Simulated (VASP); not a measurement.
# Al (Im-3m) in VASP: notebook

The runs below take Al through single point, relaxation of cell and atoms, with PBE.

All numbers are computed with VASP 6.6.1; they aren't measurements. Logs are shortened: lines on timing, memory, paths and dates and some standing lists are left out, and cuts for length are marked.

### 1 The cell of the first run

Symmetry: Im-3m, No. 229, cubic system. The conventional cell has a = 3.241 Å, b = 3.241 Å, c = 3.241 Å, α = 90.00°, β = 90.00°, γ = 90.00°. Within 3.7 Å of Al (site symmetry m-3m) lie 14 Al at 2.81 to 3.24 Å.

This isn't the form of Al at room conditions, which is fcc.

### 2 Single point, PBE

The input, INCAR:

```
SYSTEM = Al
  PREC = Accurate
  ENCUT = 500
  EDIFF = 1E-6
  ISMEAR = 1
  SIGMA = 0.1
  LREAL = .False.
  LASPH = .True.
  NELM = 120
  ALGO = Normal
  ISIF = 2
  LWAVE = .False.
  LCHARG = .False.
  GGA = PE
  NBANDS = 8
  GGA_COMPAT = .False.
```

The input, KPOINTS:

```
Automatic mesh
0
Gamma
  10 10 10
  0 0 0
```

The input, POSCAR:

```
Al
1.0
    1.6203170496      1.6203170496      1.6203170496
   -1.6203170496      1.6203170496      1.6203170496
   -1.6203170496     -1.6203170496      1.6203170496
Al
1
Direct
    0.0000000000      0.0000000000      0.0000000000
```

Potentials or basis: VASP PAW PBE potentials, release 64 (Al).

Launch:

```console
$ cat potpaw_PBE.64/Al/POTCAR > POTCAR
$ mpirun -np 1 vasp_std > vasp.out
```

OUTCAR:

```text
SYSTEM = Al
   PREC = Accurate
   ENCUT = 500
   EDIFF = 1E-6
   ISMEAR = 1
   LREAL = .False.
   LASPH = .True.
   NELM = 120
   ISIF = 2
   GGA = PE

 ion  position               nearest neighbor table
   1  0.000  0.000  0.000-

  LATTYP: Found a body centered cubic cell.
 ALAT       =     3.2406340992

  Lattice vectors:

 A1 = (   1.6203170496,  -1.6203170496,  -1.6203170496)
 A2 = (   1.6203170496,   1.6203170496,   1.6203170496)
 A3 = (  -1.6203170496,  -1.6203170496,   1.6203170496)

Analysis of symmetry for initial positions (statically):
=====================================================================
 Subroutine PRICEL returns:
 Original cell was already a primitive cell.

 Routine SETGRP: Setting up the symmetry group for a
 body centered cubic supercell.

 Subroutine GETGRP returns: Found 48 space group operations
 (whereof 48 operations were pure point group operations)
 out of a pool of 48 trial point group operations.

The static configuration has the point symmetry O_h .

Analysis of symmetry for dynamics (positions and initial velocities):
=====================================================================
 Subroutine PRICEL returns:
 Original cell was already a primitive cell.

 Routine SETGRP: Setting up the symmetry group for a
 body centered cubic supercell.

 Subroutine GETGRP returns: Found 48 space group operations
 (whereof 48 operations were pure point group operations)
 out of a pool of 48 trial point group operations.

The dynamic configuration has the point symmetry O_h .

 Subroutine INISYM returns: Found 48 space group operations
 (whereof 48 operations are pure point group operations),
 and found     1 'primitive' translations

----------------------------------------------------------------------------------------

                                     Primitive cell

  volume of cell :      17.0161

  direct lattice vectors                    reciprocal lattice vectors
     1.620317050  1.620317050  1.620317050     0.308581583  0.000000000  0.308581583
    -1.620317050  1.620317050  1.620317050    -0.308581583  0.308581583  0.000000000
    -1.620317050 -1.620317050  1.620317050     0.000000000 -0.308581583  0.308581583

  length of vectors
     2.806471454  2.806471454  2.806471454     0.436400260  0.436400260  0.436400260

  position of ions in fractional coordinates (direct lattice)
     0.000000000  0.000000000  0.000000000

  ion indices of the primitive-cell ions
   primitive index   ion index
                 1           1

----------------------------------------------------------------------------------------

 KPOINTS: Automatic mesh

Automatic generation of k-mesh.
 Grid dimensions read from file:
 generate k-points for:   10   10   10

 Generating k-lattice:

  Cartesian coordinates                     Fractional coordinates (reciprocal lattice)
     0.030858158  0.000000000  0.030858158     0.100000000  0.000000000  0.000000000
    -0.030858158  0.030858158  0.000000000     0.000000000  0.100000000  0.000000000
     0.000000000 -0.030858158  0.030858158     0.000000000  0.000000000  0.100000000

  Length of vectors
     0.043640026  0.043640026  0.043640026

  Shift w.r.t. Gamma in fractional coordinates (k-lattice)
     0.000000000  0.000000000  0.000000000

 Subroutine IBZKPT returns following result:
 ===========================================

 Found     47 irreducible k-points:

 Following reciprocal coordinates:
            Coordinates               Weight
  0.000000  0.000000  0.000000      1.000000
  0.100000  0.000000  0.000000     12.000000
  0.200000  0.000000  0.000000     12.000000
  0.300000  0.000000  0.000000     12.000000
  0.400000  0.000000  0.000000     12.000000
  0.500000  0.000000  0.000000      6.000000
[... 16 lines left out ...]
  0.100000  0.300000  0.100000      8.000000
  0.500000  0.300000  0.100000     24.000000
 [... further k-points ...]
   k-points           NKPTS =     47   k-points in BZ     NKDIM =     47   number of bands    NBANDS=      8
   number of dos      NEDOS =    301   number of ions     NIONS =      1
   total plane-waves  NPLWV =   8000
   dimension x,y,z NGX =    20 NGY =   20 NGZ =   20
   dimension x,y,z NGXF=    40 NGYF=   40 NGZF=   40
   ions per type =               1
   NGX,Y,Z   is equivalent  to a cutoff of  11.85, 11.85, 11.85 a.u.
   NGXF,Y,Z  is equivalent  to a cutoff of  23.69, 23.69, 23.69 a.u.
 SYSTEM =  Al
   PREC   = accura    normal or accurate (medium, high low for compatibility)
   ISTART =      0    job   : 0-new  1-cont  2-samecut
   ICHARG =      2    charge: 1-file 2-atom 10-const
   ISPIN  =      1    spin polarized calculation?
   LNONCOLLINEAR =      F non collinear calculations
   LSORBIT =      F    spin-orbit coupling
   LASPH  =      T    aspherical Exc in radial PAW
   ENCUT  =  500.0 eV  36.75 Ry    6.06 a.u.   5.12  5.12  5.12*2*pi/ulx,y,z
   NELM   =    120;   NELMIN=  2; NELMDL= -5     # of ELM steps
   EDIFF  = 0.1E-05   stopping-criterion for ELM
   LREAL  =      F    real-space projection
   EDIFFG = 0.1E-04   stopping-criterion for IOM
   NSW    =      0    number of steps for IOM
   IBRION =     -1    ionic relax: 0-MD 1-quasi-New 2-CG
   NFREE  =      0    steps in history (QN), initial steepest desc. (CG)
   ISIF   =      2    stress and relaxation
   ISYM   =      2    0-nonsym 1-usesym 2-fastsym
   POTIM  = 0.5000    time-step for ionic-motion
   TEBEG  =    0.0;   TEEND  =   0.0 temperature during run
   PSTRESS=    0.0 pullay stress
   NELECT =       3.0000    total number of electrons
   NUPDOWN=      -1.0000    fix difference up-down
   EMIN   =  10.00;   EMAX   =-10.00  energy-range for DOS
   EFERMI =   0.00;   METHOD = LEGACY
   ISMEAR =     1;   SIGMA  =   0.10  broadening in eV -4-tet -1-fermi 0-gaus
   EFERMI_NEDOS =   21; number of points for ismear=-14 and -15
   IALGO  =     38    algorithm
   IMIX   =      4    mixing-type and parameters
     AMIX     =   0.40;   BMIX     =  1.00
     AMIX_MAG =   1.60;   BMIX_MAG =  1.00
  volume/ion in A,a.u.               =      17.02       114.83
  Fermi-wavevector in a.u.,A,eV,Ry     =   0.917970  1.734712 11.465212  0.842669
  Thomas-Fermi vector in A             =   2.042999
   LORBIT       =      0    0 simple, 1 ext, 2 COOP (PROOUT), +10 PAW based schemes
   GGA     = PE    functional components
   LHFCALC =     F    Hartree Fock is set to
   AEXX    =    0.0000 exact exchange contribution
   IVDW    =     0    specifies the selected vdW correction
   LEPSILON=     F    determine dielectric tensor
   LRPA    =     F    only Hartree local field effects (RPA)
 non-spin polarized calculation
 Methfessel and Paxton  Order N= 1 SIGMA  =   0.10
  energy-cutoff  :      500.00
  volume of cell :       17.02
 maximum number of plane-waves:       445
   NGX = 11   NGY = 11   NGZ = 11

 number of electron       3.0000000 magnetization

 Free energy of the ion-electron system (eV)
  ---------------------------------------------------
  ext. energy  EPLUGINS =         0.00000000
  ---------------------------------------------------
  free energy    TOTEN  =        -3.66602696 eV

  energy without entropy =       -3.66504021  energy(sigma->0) =       -3.66569804

 E-fermi :   7.6631     XC(G=0): -10.0894

 val. band max:        7.6618732809   @ k =   0.4000   0.2000   0.2000
 cond. band min:       7.9369117909   @ k =   0.5000   0.3000   0.1000
 fundamental gap:      0.2750385100
 Fermi energy:         7.6631496850

 k-point     1 :       0.0000    0.0000    0.0000
  band No.  band energies     occupation
      1      -3.2352      2.00000
      2      20.7672      0.00000
      3      20.7672      0.00000
      4      20.7672      0.00000
      5      21.9419      0.00000
      6      21.9419      0.00000
      7      21.9419      0.00000
      8      23.7661      0.00000

 k-point     2 :       0.1000    0.0000    0.0000
  band No.  band energies     occupation
      1      -2.9534      2.00000
      2      17.9108      0.00000
      3      19.2064      0.00000
      4      19.7803      0.00000
      5      21.0292      0.00000
      6      22.1708      0.00000
      7      23.1076      0.00000
      8      23.8248      0.00000

 k-point     3 :       0.2000    0.0000    0.0000
  band No.  band energies     occupation
      1      -2.1109      2.00000
      2      13.8632      0.00000
      3      17.6394      0.00000
      4      18.2082      0.00000
      5      19.5695      0.00000
      6      20.8367      0.00000
      7      24.3465      0.00000
      8      24.4282      0.00000

 k-point     4 :       0.3000    0.0000    0.0000
  band No.  band energies     occupation
      1      -0.7174      2.00000
      2      10.0357      0.00000
      3      16.5139      0.00000
      4      16.9392      0.00000
      5      18.4066      0.00000
      6      19.7793      0.00000
      7      25.5074      0.00000
      8      25.8932      0.00000

 k-point     5 :       0.4000    0.0000    0.0000
  band No.  band energies     occupation
      1       1.2113      2.00000
      2       6.6234      2.00000
      3      15.8402      0.00000
      4      16.1495      0.00000
      5      17.6889      0.00000
      6      19.0892      0.00000
      7      26.9486      0.00000
      8      27.7835      0.00000
[... 177 lines left out ...]
 k-point    22 :       0.5000    0.2000    0.1000
  band No.  band energies     occupation
      1       3.1098      2.00000
      2       5.8262      2.00000
      3      11.0217      0.00000
      4      16.6018      0.00000
      5      18.6739      0.00000
      6      21.4523      0.00000
      7      23.3255      0.00000
      8      25.8925      0.00000

 k-point    23 :       0.1000    0.3000    0.1000
  band No.  band energies     occupation
      1      -1.5520      2.00000
      2      14.2090      0.00000
      3      14.2090      0.00000
      4      14.7382      0.00000
      5      23.7281      0.00000
      6      23.7281      0.00000
      7      24.0729      0.00000
      8      24.0729      0.00000

 k-point    24 :       0.5000    0.3000    0.1000
  band No.  band energies     occupation
      1       2.8429      2.00000
      2       7.9369     -0.00075
      3       8.4842     -0.00000
      4      18.0219      0.00000
      5      18.6077      0.00000
      6      19.6468      0.00000
      7      23.6526      0.00000
      8      28.3594      0.00000

 [... further k-points ...]

------------------------ aborting loop because EDIFF is reached ----------------------------------------

  FORCE on cell =-STRESS in cart. coord.  units (eV):
  Direction    XX          YY          ZZ          XY          YZ          ZX
  --------------------------------------------------------------------------------------
  -------------------------------------------------------------------------------------
  Total       -0.0014858     -0.0014858     -0.0014858     -0.0000000      0.0000000      0.0000000
  in kB       -0.1398941     -0.1398941     -0.1398941     -0.0000000      0.0000000      0.0000000
  external PRESSURE =      -0.1398941 kB  Pullay stress =       0.0000000 kB

 VOLUME and BASIS-vectors are now :
 -----------------------------------------------------------------------------
  energy-cutoff  :      500.00
  volume of cell :       17.02
      direct lattice vectors                 reciprocal lattice vectors
     1.620317050  1.620317050  1.620317050     0.308581583  0.000000000  0.308581583
    -1.620317050  1.620317050  1.620317050    -0.308581583  0.308581583  0.000000000
    -1.620317050 -1.620317050  1.620317050     0.000000000 -0.308581583  0.308581583

 POSITION                                       TOTAL-FORCE (eV/Angst)
 -----------------------------------------------------------------------------------
      0.00000      0.00000      0.00000        -0.000000     -0.000000      0.000000
 -----------------------------------------------------------------------------------
    total drift:                               -0.000000     -0.000000      0.000000

  FREE ENERGIE OF THE ION-ELECTRON SYSTEM (eV)
  ---------------------------------------------------
  free  energy   TOTEN  =        -3.6660269590 eV

  energy  without entropy=       -3.6650402074  energy(sigma->0) =       -3.66569804
```

Wall time 3.5 s (1 thread of Intel Xeon Platinum 8259CL at 2.50GHz (Skylake/Cascade Lake), shared host); peak memory 0.12 GiB.

What came out:

```yaml
Free_energy: -3.6660 eV
Pressure: 0.0 GPa
Band_gap_on_the_k_mesh: zero (an odd number of electrons rules out a gap without spin polarisation)
```

### 3 Relaxation of cell and atoms, PBE

This run uses another cell than the first one, of 16.54 Å³/atom.

The input, INCAR:

```
ALGO = Normal
EDIFF = 1E-7
EDIFFG = -0.01
ENCUT = 500
GGA = PE
GGA_COMPAT = F
IBRION = 2
ISIF = 3
ISMEAR = 1
LASPH = T
LCHARG = F
LREAL = F
LWAVE = F
NELM = 120
NELMIN = 4
NSW = 60
PREC = Accurate
SIGMA = 0.1
```

The input, KPOINTS:

```
k-points
0
Gamma
  10 10 10
```

The input, POSCAR:

```
Al
1.0
    1.6050000000      1.6050000000      1.6050000000
   -1.6050000000      1.6050000000      1.6050000000
   -1.6050000000     -1.6050000000      1.6050000000
Al
1
Direct
    0.0000000000      0.0000000000      0.0000000000
```

Potentials or basis: VASP PAW PBE potentials, release 64 (Al).

Launch:

```console
$ cat potpaw_PBE.64/Al/POTCAR > POTCAR
$ mpirun -np 1 vasp_std > vasp.out
```

Wall time 5.8 s (1 thread of Intel Xeon Platinum 8259CL at 2.50GHz (Skylake/Cascade Lake), shared host); peak memory 0.11 GiB.

The run converged. Its results:

| Item | Value |
| --- | --- |
| Free energy | -3.6660 eV |
| Relaxed volume | 17.01 Å³/atom |
| Relaxed cell | a = 2.806 Å, b = 2.806 Å, c = 2.806 Å, α = 70.53°, β = 109.47°, γ = 70.53° |
| Space group after relaxing (to 0.1 Å) | Im-3m (No. 229) |
| Energy gained by relaxing | 3.0 meV/atom |
| Ionic steps | 3 |
| Pressure after relaxing | 0.0 GPa |
| Band gap on the k mesh | zero (an odd number of electrons rules out a gap without spin polarisation) |

The path:
| step | energy change (eV) | largest force (eV/Å) | pressure (GPa) | volume (Å³) |
| --- | --- | --- | --- | --- |
| 1 | 0.0000 | 0.0000 | 2.11 | 16.54 |
| 2 | -0.0030 | 0.0000 | -0.21 | 17.06 |
| 3 | -0.0030 | 0.0000 | 0.00 | 17.01 |

Final structure:
```yaml
crystal:
  lattice:
    - [1.62018, 1.62018, 1.62018]
    - [-1.62018, 1.62018, 1.62018]
    - [-1.62018, -1.62018, 1.62018]
  atoms:
    - { symbol: Al, position: [0.00000, 0.00000, 0.00000] }
```

Levels at points of the mesh, in eV from the Fermi level:
```
           k point  band 1  band 2  band 3  band 4
(0.00, 0.00, 0.00)  -10.90   13.11   13.11   13.11
(0.50, 0.00, 0.00)   -4.18   -3.81    7.95    8.22
(0.50, 0.50, 0.50)    1.84    1.84    1.84    3.05
```
